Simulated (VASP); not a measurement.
Cu3O2, 5 atoms in the cell. The structure is tetragonal, space group I4/mmm (No. 139). Conventional cell: a = 4.073 Å, b = 4.073 Å, c = 7.396 Å, α = 90.00°, β = 90.00°, γ = 90.00°. Within 2.7 Å of Cu (site symmetry 4/mmm) lie 4 O at 2.04 Å. Cu (site symmetry -4m2) has 2 O at 1.85 Å within 2.5 Å. O (site symmetry mmm) has 4 Cu at 1.85 to 2.04 Å within 2.5 Å.  This cell differs from its parent crystal: volume scaled by 1.02.

| Property | Result |
| --- | --- |
| Program | VASP 6.6.1 |
| Task | single point |
| Functional | PBEsol |
| Potentials or basis | VASP PAW PBE potentials, release 64 (Cu, O) |
| Cutoff | 520 eV |
| k mesh | 9 × 9 × 9 |
| Occupations | fermi-dirac, width 0.05 eV |
| Spin | no spin polarisation |
| Dipole correction | no |
| Further INCAR settings | ALGO = Normal; EDIFF = 1e-06; NBANDS = 30 |

Potentials or basis: VASP PAW PBE potentials, release 64 (Cu, O).

Command:

```console
$ cat potpaw_PBE.64/Cu/POTCAR potpaw_PBE.64/O/POTCAR > POTCAR
$ mpirun -np 1 vasp_std > vasp.out
```

Hardware: 1 thread of Intel(R) Xeon(R) Platinum 8259CL CPU @ 2.50GHz (Skylake/Cascade Lake), on a shared host.

Task: How long does it take, and how much memory?

Result: Wall time 3 min on 1 thread of Intel(R) Xeon(R) Platinum 8259CL CPU @ 2.50GHz (Skylake/Cascade Lake), on a shared host, peak memory 0.26 GiB. Counts: scf iterations 16, k points 75.
